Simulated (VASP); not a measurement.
# C (P1) in VASP: notebook

The runs below take C through single point, with LDA.

Everything below comes from runs of VASP 6.6.1. Logs are shortened: lines on timing, memory, paths and dates and some standing lists are left out, and cuts for length are marked.

### 1 The cell of the first run

The typed cell holds 10 atoms: a = 2.491 Å, b = 2.491 Å, c = 10.306 Å, α = 95.55°, β = 94.16°, γ = 60.00°.

### 2 Single point, LDA (the part above a cut slid along it)

INCAR reads:

```
SYSTEM = C
PREC = Accurate ; ENCUT = 520
EDIFF = 1E-6 ; ISMEAR = 0
SIGMA = 0.05 ; LREAL = .False.
LASPH = .True. ; NELM = 80
ALGO = Normal ; ISIF = 2
LWAVE = .False. ; LCHARG = .False.
NBANDS = 31
```

KPOINTS reads:

```
regular mesh
0
Gamma
  10 10 3
  0 0 0
```

POSCAR reads:

```
C
1.0
   -2.4912907516      0.0000000000      0.0000000000
   -1.2456453758     -2.1575210791      0.0000000000
    0.7473872255      0.7191736930     10.2538776052
C
10
Direct
   -0.1500125790      0.0248185525      0.8741556576
    0.8301325790      0.9751814475      0.7252443424
    0.0835382599      0.1086956498      0.1257869493
    0.7965817401      0.8913043502      0.4736130507
    0.1034062653      0.1583656632      0.2747969895
    0.7767137347      0.8416343368      0.3246030105
    0.1900058307      0.3748645769      0.9242937306
    0.4901141693      0.6251354231      0.6751062694
    0.4101887475      0.4253218689      0.0756656066
    0.4699312525      0.5746781311      0.5237343934
```

Potentials or basis: VASP PAW LDA potentials, release 64 (C).

Command:

```console
cat potpaw_LDA.64/C/POTCAR > POTCAR
mpirun -np 1 vasp_std > vasp.out
```

OUTCAR:

```text
SYSTEM = C
   PREC = Accurate
   ENCUT = 520
   EDIFF = 1E-6
   ISMEAR = 0
   LREAL = .False.
   LASPH = .True.
   NELM = 80
   ISIF = 2

 ion  position               nearest neighbor table
   1  0.850  0.025  0.874-   2 1.53   7 1.53   7 1.53   7 1.53
   2  0.830  0.975  0.725-   1 1.53   8 1.53   8 1.53   8 1.53
   3  0.084  0.109  0.126-   9 1.53   9 1.53   9 1.53   5 1.53
   4  0.797  0.891  0.474-  10 1.53  10 1.53  10 1.53   6 1.53
   5  0.103  0.158  0.275-   6 1.53   6 1.53   6 1.53   3 1.53
   6  0.777  0.842  0.325-   5 1.53   5 1.53   5 1.53   4 1.53
   7  0.190  0.375  0.924-   1 1.53   1 1.53   1 1.53   9 1.63
   8  0.490  0.625  0.675-   2 1.53   2 1.53   2 1.53  10 1.55
   9  0.410  0.425  0.076-   3 1.53   3 1.53   3 1.53   7 1.63
  10  0.470  0.575  0.524-   4 1.53   4 1.53   4 1.53   8 1.55

  LATTYP: Found a triclinic cell.
 ALAT       =     4.3150421582
 B/A-ratio  =     0.5773502692
 C/A-ratio  =     2.4975908549
 COS(alpha) =     0.0231162870
 COS(beta)  =     0.1735005285
 COS(gamma) =     0.8660254038

  Lattice vectors:

 A1 = (   3.7369361274,  -2.1575210791,   0.0000000000)
 A2 = (   1.2456453758,  -2.1575210791,   0.0000000000)
 A3 = (   2.9895489019,   1.4383473861, -10.2538776052)

Analysis of symmetry for initial positions (statically):
=====================================================================
 Subroutine PRICEL returns:
 Original cell was already a primitive cell.

 Routine SETGRP: Setting up the symmetry group for a
 triclinic supercell.

 Subroutine GETGRP returns: Found  1 space group operations
 (whereof  1 operations were pure point group operations)
 out of a pool of  2 trial point group operations.

The static configuration has the point symmetry C_1 .

Analysis of symmetry for dynamics (positions and initial velocities):
=====================================================================
 Subroutine PRICEL returns:
 Original cell was already a primitive cell.

 Routine SETGRP: Setting up the symmetry group for a
 triclinic supercell.

 Subroutine GETGRP returns: Found  1 space group operations
 (whereof  1 operations were pure point group operations)
 out of a pool of  2 trial point group operations.

The dynamic configuration has the point symmetry C_1 .

 Subroutine INISYM returns: Found  1 space group operations
 (whereof  1 operations are pure point group operations),
 and found     1 'primitive' translations

[... 113 lines left out ...]
   NSW    =      0    number of steps for IOM
   IBRION =     -1    ionic relax: 0-MD 1-quasi-New 2-CG
   NFREE  =      0    steps in history (QN), initial steepest desc. (CG)
   ISIF   =      2    stress and relaxation
   ISYM   =      2    0-nonsym 1-usesym 2-fastsym
   POTIM  = 0.5000    time-step for ionic-motion
   TEBEG  =    0.0;   TEEND  =   0.0 temperature during run
   PSTRESS=    0.0 pullay stress
   NELECT =      40.0000    total number of electrons
   NUPDOWN=      -1.0000    fix difference up-down
   EMIN   =  10.00;   EMAX   =-10.00  energy-range for DOS
   EFERMI =   0.00;   METHOD = LEGACY
   ISMEAR =     0;   SIGMA  =   0.05  broadening in eV -4-tet -1-fermi 0-gaus
   EFERMI_NEDOS =   21; number of points for ismear=-14 and -15
   IALGO  =     38    algorithm
   IMIX   =      4    mixing-type and parameters
     AMIX     =   0.40;   BMIX     =  1.00
     AMIX_MAG =   1.60;   BMIX_MAG =  1.00
  volume/ion in A,a.u.               =       5.51        37.19
  Fermi-wavevector in a.u.,A,eV,Ry     =   1.471202  2.780169 29.448929  2.164435
  Thomas-Fermi vector in A             =   2.586366
   LORBIT       =      0    0 simple, 1 ext, 2 COOP (PROOUT), +10 PAW based schemes
   GGA     = CA    functional components
   LHFCALC =     F    Hartree Fock is set to
   AEXX    =    0.0000 exact exchange contribution
   IVDW    =     0    specifies the selected vdW correction
   LEPSILON=     F    determine dielectric tensor
   LRPA    =     F    only Hartree local field effects (RPA)
 non-spin polarized calculation
 Gauss-broadening in eV      SIGMA  =   0.05
  energy-cutoff  :      520.00
  volume of cell :       55.11
 maximum number of plane-waves:      1503
   NGX =  9   NGY =  9   NGZ = 39

 number of electron      39.9999998 magnetization

 Free energy of the ion-electron system (eV)
  ---------------------------------------------------
  ext. energy  EPLUGINS =         0.00000000
  ---------------------------------------------------
  free energy    TOTEN  =      -100.22443622 eV

  energy without entropy =     -100.22443622  energy(sigma->0) =     -100.22443622

 E-fermi :  10.8089     XC(G=0): -13.6482

 val. band max:       10.5702492454   @ k =   0.0000   0.0000   0.0000
 cond. band min:      14.3260085927   @ k =  -0.4000  -0.0000   0.3333
 fundamental gap:      3.7557593474
 Fermi energy:        10.8088736865

 k-point     1 :       0.0000    0.0000    0.0000
  band No.  band energies     occupation
      1     -11.5580      2.00000
      2     -10.4894      2.00000
      3     -10.3995      2.00000
      4      -7.2647      2.00000
      5      -7.2002      2.00000
      6      -1.4980      2.00000
[... 805 lines left out ...]
     30      21.1814      0.00000
     31      21.9208      0.00000

 [... further k-points ...]
[... 5 lines left out ...]
  --------------------------------------------------------------------------------------
  -------------------------------------------------------------------------------------
  Total       -0.6218683      0.9307485      1.2947746      0.0056527      0.0035661      7.4219445
  in kB      -18.0776256     27.0567329     37.6389215      0.1643218      0.1036667    215.7549130
  external PRESSURE =      15.5393429 kB  Pullay stress =       0.0000000 kB

 VOLUME and BASIS-vectors are now :
 -----------------------------------------------------------------------------
  energy-cutoff  :      520.00
  volume of cell :       55.11
      direct lattice vectors                 reciprocal lattice vectors
    -2.491290752  0.000000000  0.000000000    -0.401398351  0.231747446  0.013003211
    -1.245645376 -2.157521079  0.000000000     0.000000000 -0.463494892  0.032508027
     0.747387226  0.719173693 10.253877605     0.000000000  0.000000000  0.097524082

 POSITION                                       TOTAL-FORCE (eV/Angst)
 -----------------------------------------------------------------------------------
     -1.49515      0.57512      8.96349        -0.042804      0.197991      0.019285
     -2.74079     -1.58240      7.43657        -0.334794      0.039304     -0.100769
     -0.24950     -0.14405      1.28980         0.037969      0.198568     -0.019416
     -2.74079     -1.58240      4.85637         0.031760      0.002519      0.007194
     -0.24950     -0.14405      2.81773         0.336502      0.039931      0.102410
     -2.74079     -1.58240      3.32844        -0.005585      0.002008     -0.006458
     -0.24950     -0.14405      9.47759        -3.273201     -0.242438     -0.113380
     -1.49515     -0.86322      6.92246         0.000264      0.002322      0.000091
     -1.49515     -0.86322      0.77587         3.277780     -0.242469      0.113145
     -1.49515     -0.86322      5.37031        -0.027891      0.002264     -0.002101
 -----------------------------------------------------------------------------------
    total drift:                               -0.000047      0.000010     -0.000193

  FREE ENERGIE OF THE ION-ELECTRON SYSTEM (eV)
  ---------------------------------------------------
  free  energy   TOTEN  =      -100.2244362194 eV

  energy  without entropy=     -100.2244362194  energy(sigma->0) =     -100.22443622
```

Wall time 6.6 min (1 thread of Intel Xeon 8259CL, shared host); peak memory 0.27 GiB.

Results:

| Property | Result |
| --- | --- |
| Free energy | -100.2244 eV |
| Pressure | 1.6 GPa |
| Largest force | 3.289 eV/Å |
| Band gap on the k mesh | 3.76 eV (least direct gap 4.91 eV) |

Forces on the atoms (eV/Å):
```
C   -0.043  0.198  0.019
C   -0.335  0.039 -0.101
C    0.038  0.199 -0.019
C    0.032  0.003  0.007
C    0.337  0.040  0.102
C   -0.006  0.002 -0.006
C   -3.273 -0.242 -0.113
C    0.000  0.002  0.000
C    3.278 -0.242  0.113
C   -0.028  0.002 -0.002
```

Stress tensor (GPa, compression positive):
```
-1.81  0.02 21.58
 0.02  2.71  0.01
21.58  0.01  3.76
```

Levels at points of the mesh, in eV from the valence-band top:
```
           k point  band 16  band 17  band 18  band 19  band 20  band 21  band 22  band 23  band 24  band 25
(0.00, 0.00, 0.00)    -1.63    -1.53    -0.70    -0.39     0.00     4.91     5.17     5.39     6.37     6.57
(0.50, 0.00, 0.00)    -5.58    -4.96    -4.77    -3.57    -3.08     4.05     4.66     4.82     6.10     6.42
(0.00, 0.50, 0.00)    -5.36    -4.98    -4.63    -3.87    -3.24     4.56     4.94     5.61     6.09     6.22
(0.50, 0.50, 0.00)    -5.78    -4.72    -4.17    -3.76    -3.41     4.08     4.45     5.31     5.42     6.09
```

Caveat: the cell differs from its parent crystal (the part above a cut slid along it); the stress differs along the axes, from -2 to 4 GPa; forces of over 1 eV/Å act on the atoms, so gaps and moduli don't describe the material at rest.

### 3 Single point, LDA (the part above a cut slid along it)

INCAR reads:

```
SYSTEM = C
ALGO     = Normal         ! electronic algorithm
EDIFF    = 1E-6           ! SCF threshold, eV
ENCUT    = 520            ! plane-wave cutoff, eV
ISIF     = 2              ! what is computed and relaxed
ISMEAR   = 0              ! smearing method
LASPH    = .TRUE.         ! aspherical terms in the spheres
LCHARG   = .FALSE.        ! write CHGCAR
LREAL    = .FALSE.        ! projectors in reciprocal space
LWAVE    = .FALSE.        ! write WAVECAR
NBANDS   = 31             ! bands
NELM     = 80             ! most SCF steps
PREC     = Accurate       ! precision mode
SIGMA    = 0.05           ! smearing width, eV
```

KPOINTS reads:

```
k-points
0
G
  10 10 3
  0 0 0
```

POSCAR reads:

```
C
1.0
   -2.4912907516      0.0000000000      0.0000000000
   -1.2456453758     -2.1575210791      0.0000000000
    0.2491290752      0.7191736930     10.2538776052
C
10
Direct
   -0.3248437105      0.0248185525      0.8741556576
    0.6850837105      0.9751814475      0.7252443424
    0.0583808700      0.1086956498      0.1257869493
    0.7018591300      0.8913043502      0.4736130507
    0.0484468674      0.1583656632      0.2747969895
    0.7117931326      0.8416343368      0.3246030105
    0.0051470846      0.3748645769      0.9242937306
    0.3550929154      0.6251354231      0.6751062694
    0.3950556262      0.4253218689      0.0756656066
    0.3651843738      0.5746781311      0.5237343934
```

Potentials or basis: VASP PAW LDA potentials, release 64 (C).

Command:

```console
cat potpaw_LDA.64/C/POTCAR > POTCAR
mpirun -np 1 vasp_std > vasp.out
```

OUTCAR:

```text
SYSTEM = C
   EDIFF = 1E-6
   ENCUT = 520
   ISIF = 2
   ISMEAR = 0
   LASPH = .TRUE.
   LREAL = .FALSE.
   NELM = 80
   PREC = Accurate

 ion  position               nearest neighbor table
   1  0.675  0.025  0.874-   2 1.53   7 1.53   7 1.53   7 1.53
   2  0.685  0.975  0.725-   1 1.53   8 1.53   8 1.53   8 1.53
   3  0.058  0.109  0.126-   9 1.53   9 1.53   9 1.53   5 1.53
   4  0.702  0.891  0.474-  10 1.53  10 1.53  10 1.53   6 1.53
   5  0.048  0.158  0.275-   6 1.53   6 1.53   6 1.53   3 1.53
   6  0.712  0.842  0.325-   5 1.53   5 1.53   5 1.53   4 1.53
   7  0.005  0.375  0.924-   1 1.53   1 1.53   1 1.53   9 1.84
   8  0.355  0.625  0.675-   2 1.53   2 1.53   2 1.53  10 1.55
   9  0.395  0.425  0.076-   3 1.53   3 1.53   3 1.53   7 1.84
  10  0.365  0.575  0.524-   4 1.53   4 1.53   4 1.53   8 1.55

  LATTYP: Found a triclinic cell.
 ALAT       =     2.4912907516
 B/A-ratio  =     1.7320508076
 C/A-ratio  =     4.4535244735
 COS(alpha) =     0.0129638957
 COS(beta)  =     0.2020871347
 COS(gamma) =     0.8660254038

[... 197 lines left out ...]

 val. band max:       10.7416252589   @ k =   0.0000   0.0000   0.0000
 cond. band min:      11.5351142440   @ k =   0.5000   0.0000   0.3333
 fundamental gap:      0.7934889852
 Fermi energy:        11.0451336788

 k-point     1 :       0.0000    0.0000    0.0000
  band No.  band energies     occupation
      1     -11.5435      2.00000
      2     -10.4795      2.00000
      3     -10.3779      2.00000
      4      -7.2891      2.00000
      5      -7.1438      2.00000
      6      -1.4969      2.00000
[... 805 lines left out ...]
     30      21.0877      0.00000
     31      22.0912      0.00000

 [... further k-points ...]
[... 5 lines left out ...]
  --------------------------------------------------------------------------------------
  -------------------------------------------------------------------------------------
  Total       -3.0983069      1.4450336      5.9666685      0.0160354      0.0307626     10.3297364
  in kB      -90.0673590     42.0069300    173.4502377      0.4661476      0.8942657    300.2840254
  external PRESSURE =      41.7966029 kB  Pullay stress =       0.0000000 kB

 VOLUME and BASIS-vectors are now :
 -----------------------------------------------------------------------------
  energy-cutoff  :      520.00
  volume of cell :       55.11
      direct lattice vectors                 reciprocal lattice vectors
    -2.491290752  0.000000000  0.000000000    -0.401398351  0.231747446 -0.006501605
    -1.245645376 -2.157521079  0.000000000     0.000000000 -0.463494892  0.032508027
     0.249129075  0.719173693 10.253877605     0.000000000  0.000000000  0.097524082

 POSITION                                       TOTAL-FORCE (eV/Angst)
 -----------------------------------------------------------------------------------
     -1.49515      0.57512      8.96349        -0.185308      0.536670     -0.048250
     -2.74079     -1.58240      7.43657        -0.455813      0.226173     -0.357688
     -0.24950     -0.14405      1.28980         0.177419      0.540066      0.045796
     -2.74079     -1.58240      4.85637         0.048049      0.014552      0.021657
     -0.24950     -0.14405      2.81773         0.455700      0.232775      0.368235
     -2.74079     -1.58240      3.32844        -0.001149     -0.005286     -0.025929
     -0.24950     -0.14405      9.47759        -4.308469     -0.778086     -2.034908
     -1.49515     -0.86322      6.92246        -0.004564      0.001270      0.014543
     -1.49515     -0.86322      0.77587         4.317723     -0.777094      2.034298
     -1.49515     -0.86322      5.37031        -0.043589      0.008959     -0.017755
 -----------------------------------------------------------------------------------
    total drift:                               -0.000064      0.000006     -0.000224

  FREE ENERGIE OF THE ION-ELECTRON SYSTEM (eV)
  ---------------------------------------------------
  free  energy   TOTEN  =       -97.8286624815 eV

  energy  without entropy=      -97.8286624815  energy(sigma->0) =      -97.82866248
```

stdout:

```text
POSCAR found type information on POSCAR C
 POSCAR found :  1 types and      10 ions
 scaLAPACK will be used
 LDA part: xc-table for (Slater(with rela. corr.)+CA(PZ))
 , standard interpolation
 POSCAR, INCAR and KPOINTS ok, starting setup
 FFT: planning ... GRIDC
 FFT: planning ... GRID_SOFT
 FFT: planning ... GRID
 WAVECAR not read
 entering main loop
```

Run time: 8.1 min. Hardware: 1 thread of Intel Xeon 8259CL, shared host; peak memory 0.27 GiB.

Results:

| Item | Value |
| --- | --- |
| Free energy | -97.8287 eV |
| Pressure | 4.2 GPa |
| Largest force | 4.836 eV/Å |
| Band gap on the k mesh | 0.79 eV (least direct gap 2.60 eV) |

Forces on the atoms (eV/Å):
```
C   -0.185  0.537 -0.048
C   -0.456  0.226 -0.358
C    0.177  0.540  0.046
C    0.048  0.015  0.022
C    0.456  0.233  0.368
C   -0.001 -0.005 -0.026
C   -4.308 -0.778 -2.035
C   -0.005  0.001  0.015
C    4.318 -0.777  2.034
C   -0.044  0.009 -0.018
```

Stress tensor (GPa, compression positive):
```
-9.01  0.05 30.03
 0.05  4.20  0.09
30.03  0.09 17.35
```

Levels at points of the mesh, in eV from the valence-band top:
```tsv
k point	band 16	band 17	band 18	band 19	band 20	band 21	band 22	band 23	band 24	band 25
(0.00, 0.00, 0.00)	-1.65	-1.17	-0.90	-0.66	0.00	4.55	5.12	5.41	5.54	6.23
(0.50, 0.00, 0.00)	-5.66	-5.27	-4.78	-3.77	-1.66	0.94	4.46	4.75	5.70	6.24
(0.00, 0.50, 0.00)	-5.90	-5.22	-4.22	-3.94	-3.37	3.43	4.44	5.14	5.92	5.98
(0.50, 0.50, 0.00)	-5.77	-5.08	-4.56	-3.85	-1.77	0.97	4.37	5.03	5.39	6.03
```

Caveat: the cell differs from its parent crystal (the part above a cut slid along it); the stress differs along the axes, from -9 to 17 GPa; semilocal functionals underestimate gaps, and a narrow one can read as zero; forces of over 1 eV/Å act on the atoms, so gaps and moduli don't describe the material at rest.

(Continued in part 2 of 2.)
